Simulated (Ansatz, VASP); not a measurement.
Given: the input of a run of VASP 6.6.1 on CoO.

File INCAR:

```
PREC = Accurate
ENCUT = 520
EDIFF = 1E-7
ISMEAR = 0
SIGMA = 0.028000000000000004
LREAL = False
LASPH = True
NELM = 150
ALGO = Normal
ISIF = 2
LWAVE = False
LCHARG = False
ISPIN = 2
MAGMOM = 2 0
LORBIT = 11
LMAXMIX = 4
GGA = PE
NBANDS = 18
```

The input KPOINTS:

```
regular mesh
0
Gamma
  11 11 11
```

POSCAR

```
CoO
1.0
    1.5054695445      0.8691832468      2.4399269062
   -1.5054695445      0.8691832468      2.4399269062
    0.0000000000     -1.7383664936      2.4399269062
Co O
1 1
Direct
    0.0000000000      0.0000000000      0.0000000000
    0.5000000000      0.5000000000      0.5000000000
```

Potentials or basis: VASP PAW PBE potentials, release 64 (Co, O).

The run is started by

```sh
$ cat potpaw_PBE.64/Co/POTCAR potpaw_PBE.64/O/POTCAR > POTCAR
$ mpirun -np 1 vasp_std > vasp.out
```

Problem. Translate it to Ansatz 0.2.0. Potentials there: Ansatz PAW.

Solution. As run (the cutoff follows the program's own potentials):

input.yaml

```yaml
crystal:
  lattice:
    - [1.5054695445, 0.8691832468, 2.4399269062]
    - [-1.5054695445, 0.8691832468, 2.4399269062]
    - [0.0, -1.7383664936, 2.4399269062]
  atoms:
    - { symbol: Co, position: [0.0, 0.0, 0.0], spin: 2.0 }
    - { symbol: O, position: [0.5, 0.5, 0.5] }
hamiltonian:
  xc: pbe
  pseudopotentials: { kind: paw }
magnetization:
  spin_polarized: true
kpoints:
  mp_grid: { grid: [11, 11, 11] }
scf:
  occupations: { method: gaussian, width: 0.028 }
output:
  forces: true
  stress: true
  eigenvalues: true
```

Potentials or basis: Ansatz PAW.

The run is started by

```sh
$ ansatz run input.yaml --threads 2 --pin off --max-ram 5632MiB --backend cpu --events-out ev --progress --plain --runs-dir out
```

Both were run:

|  | VASP | Ansatz | Ansatz less VASP |
| --- | --- | --- | --- |
| gap on the k mesh at the Fermi level (eV) | none | none | - |
| pressure (GPa) | -0.8 | 0.0 | +0.80 |
| traceless stress, the component that is largest in VASP (GPa) | -0.48 | -0.52 | -0.039 |
| net moment per atom (μB) | 1.44 | 1.47 | +0.025 |
| size of the moment on the site where the two differ most (μB) | 2.54 | 2.49 | -0.049 |

Site moments also hang on the region over which each program counts them. A gap of «none» marks a metal or a gap that the smearing closes. VASP's potentials hold 15 valence electrons a cell and Ansatz's 23, so a difference there can come from the potentials and not from the codes.
